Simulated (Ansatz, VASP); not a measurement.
## Two plane-wave programs on SnTe

Contents of POSCAR:

```
SnTe
1.0
    0.0000000000      3.2005129375      3.2005129375
    3.2005129375      0.0000000000      3.2005129375
    3.2005129375      3.2005129375      0.0000000000
Sn Te
1 1
Direct
    0.5000000000      0.5000000000      0.5000000000
    0.0000000000      0.0000000000      0.0000000000
```

The input INCAR.step1:

```
SYSTEM = SnTe
  PREC = Accurate
  ENCUT = 550
  ISMEAR = 0
  SIGMA = 0.05
  LREAL = .FALSE.
  LASPH = .TRUE.
  NELM = 120
  NBANDS = 17
  GGA = PE
  ALGO = Normal
  EDIFF = 1E-5
  LWAVE = .TRUE.
  LCHARG = .FALSE.
  GGA_COMPAT = .FALSE.
```

INCAR.step2

```
SYSTEM = SnTe
  PREC = Accurate
  ENCUT = 550
  EDIFF = 1E-6
  ISMEAR = 0
  SIGMA = 0.05
  LREAL = .FALSE.
  LASPH = .TRUE.
  NELM = 120
  ALGO = Normal
  ISIF = 2
  LWAVE = .FALSE.
  LCHARG = .FALSE.
  METAGGA = R2SCAN
  LMIXTAU = .TRUE.
  NBANDS = 17
  ISTART = 1
  GGA_COMPAT = .FALSE.
```

Contents of KPOINTS:

```
regular mesh
0
G
  10 10 10
  0 0 0
```

Input for Ansatz:

```yaml
crystal:
  lattice:
    - [0.0, 3.2005129375, 3.2005129375]
    - [3.2005129375, 0.0, 3.2005129375]
    - [3.2005129375, 3.2005129375, 0.0]
  atoms:
    - { symbol: Sn, position: [0.5, 0.5, 0.5] }
    - { symbol: Te, position: [0.0, 0.0, 0.0] }
basis:
  ecutwfc: 500
  ecutrho_ratio: 4
kpoints:
  mp_grid: { grid: [10, 10, 10] }
hamiltonian:
  xc: r2scan
scf:
  occupations: { method: gaussian, width: 0.05 }
output:
  forces: true
  stress: true
  eigenvalues: true
```

Alike in both runs: task single point; functional r2SCAN; k mesh 10 × 10 × 10; occupations gaussian, width 0.05 eV; no spin polarisation.

|  | VASP | Ansatz |
| --- | --- | --- |
| version | VASP 6.6.1 | Ansatz 0.2.0 |
| potentials or method | VASP PAW PBE potentials, release 64 (Sn_d, Te), cutoff 550 eV | scalar-relativistic, plane waves, PAW |
| valence electrons in the cell | 20 | 30 |

Ansatz gave:

```
gap on the k mesh at the Fermi level (eV) : 0.18
least direct gap on the mesh (eV)         : 0.18
pressure (GPa)                            : -0.6
```

Q: Estimate VASP's values.

A: gap on the k mesh at the Fermi level (eV): 0.17; least direct gap on the mesh (eV): 0.17; pressure (GPa): -0.6.

VASP's potentials were made for PBE, not for r2SCAN. With one functional, cell and mesh, what is left measures potentials, basis and numerics. VASP's potentials hold 20 valence electrons a cell and Ansatz's 30, so a difference there can come from the potentials and not from the codes.

Neither program's run includes spin-orbit coupling.
